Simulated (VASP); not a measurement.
Set up this calculation in VASP 6.6.1, as the native input.

| Item | Value |
| --- | --- |
| Task | single point |
| Functional | PBE |
| Potentials or basis | VASP PAW PBE potentials, release 64 (Ta_pv) |
| Cutoff | 520 eV |
| k mesh | 9 × 9 × 9 |
| Occupations | gaussian, width 0.02 eV |
| Spin | no spin polarisation |
| Dipole correction | no |
| Further INCAR settings | ALGO = Normal; EDIFF = 1e-06; NBANDS = 12 |

The structure of Ta lies in POSCAR:

```
Ta
1.0
    2.8786279349     -0.0000000159     -0.0000000276
   -0.9595426300      2.7139964497     -0.0000000276
   -0.9595426300     -1.3569981850      2.3503898942
Ta
1
Direct
    0.0000000000      0.0000000000      0.0000000000
```

These files were run (other wordings do the same):

INCAR

```
SYSTEM = Ta
PREC     = Accurate       ! precision mode
ENCUT    = 520            ! plane-wave cutoff, eV
EDIFF    = 1E-6           ! SCF threshold, eV
ISMEAR   = 0              ! smearing method
SIGMA    = 0.02           ! smearing width, eV
LREAL    = .FALSE.        ! projectors in reciprocal space
LASPH    = .TRUE.         ! aspherical terms in the spheres
NELM     = 60             ! most SCF steps
ALGO     = Normal         ! electronic algorithm
ISIF     = 2              ! what is computed and relaxed
LWAVE    = .FALSE.        ! write WAVECAR
LCHARG   = .FALSE.        ! write CHGCAR
GGA      = PE             ! functional
NBANDS   = 12             ! bands
```

KPOINTS

```
regular mesh
0
G
  9 9 9
  0 0 0
```

Potentials or basis: VASP PAW PBE potentials, release 64 (Ta_pv).

Run with:

```console
$ cat potpaw_PBE.64/Ta_pv/POTCAR > POTCAR
$ mpirun -np 1 vasp_std > vasp.out
```

Results of the run:

* Pressure: 0.1 GPa
* Band gap on the k mesh: zero (an odd number of electrons rules out a gap without spin polarisation)

Caveat: spin-orbit coupling is left out, which moves the levels of the heavy elements.

Wall time 7.9 s on 1 thread of Intel(R) Xeon(R) Platinum 8259CL CPU @ 2.50GHz (Skylake/Cascade Lake), on a shared host, peak memory 0.14 GiB.
